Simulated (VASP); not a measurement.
C:

```
C
1.0
     2.10720    0.00000    0.00000
    -1.05360    1.82488    0.00000
     0.00000    0.00000    3.44105
C
2
Direct
  0.33333 0.66667 0.25000
  0.66667 0.33333 0.75000
```

* Program: VASP 6.6.1
* Task: relaxation of cell and atoms
* Functional: PBEsol
* Potentials or basis: VASP PAW PBE potentials, release 64 (C)
* Cutoff: 600 eV
* k mesh: 17 × 17 × 9
* Occupations: fermi-dirac, width 0.1 eV
* Spin: no spin polarisation

At the start: pressure 0.7 GPa; volume 6.62 Å³/atom.

**Question.** Where does the relaxation end?

**Answer.** Over 37 steps the energy falls by 367.9 meV/atom and the volume is 6.63 Å³/atom (+0.1 %); space group P6_3/mmc (No. 194, to 0.1 Å) before and after.

Step by step:
```csv
step,energy change (eV),largest force (eV/Å),pressure (GPa),volume (Å³)
1,0.0000,0.0000,0.71,13.23
2,-0.0021,0.0000,-0.08,13.29
3,-0.0031,0.0000,-0.88,13.35
4,-0.0032,0.0000,-1.19,13.37
5,-0.0035,0.0000,-1.85,13.41
6,-0.0057,0.0000,-3.00,13.51
7,-0.0194,0.0000,-5.09,13.68
8,-0.0565,0.0000,-8.40,14.02
9,-0.1358,0.0000,-13.65,14.60
10,-0.2919,0.0000,-19.18,15.48
11,-0.2118,0.0000,-19.20,16.16
12,-0.4293,0.0000,-22.16,15.74
13,-0.4974,0.0000,-19.63,16.06
14,-0.4974,0.0000,-22.13,15.89
15,-0.5049,0.0000,-21.78,15.91
16,-0.5052,0.0000,-21.85,15.92
17,-0.5057,0.0000,-21.84,15.93
18,-0.5063,0.0000,-21.80,15.97
19,-0.5071,0.0000,-21.71,15.96
20,-0.5095,0.0000,-21.55,15.94
21,-0.5142,0.0000,-21.30,15.91
22,-0.5235,0.0000,-20.78,15.84
23,-0.5412,0.0000,-19.72,15.70
24,-0.5735,0.0000,-17.65,15.43
25,-0.6277,0.0000,-14.47,14.90
26,-0.7059,0.0000,-8.67,13.86
27,-0.6221,0.0000,31.51,11.94
28,-0.7282,0.0000,-4.19,13.37
29,-0.7306,0.0000,3.43,12.97
30,-0.7321,0.0000,0.05,13.13
31,-0.7320,0.0000,1.13,13.08
32,-0.7332,0.0000,1.41,13.09
33,-0.7344,0.0000,2.10,13.10
34,-0.7334,0.0000,3.51,13.12
35,-0.7346,0.0000,2.53,13.10
36,-0.7355,0.0000,1.14,13.18
37,-0.7357,0.0000,-0.10,13.25
```

Final structure:
```
C
1.0
     1.70475    0.00000    0.00000
    -0.85238    1.47636    0.00000
     0.00000    0.00000    5.26501
C
2
Direct
  0.33333 0.66667 0.25000
  0.66667 0.33333 0.75000
```

Caveat: a cell axis changed by over 15 % at a fixed basis, so the end point is rough; the PAW data sets were made with another functional, which shifts forces and pressure a little.
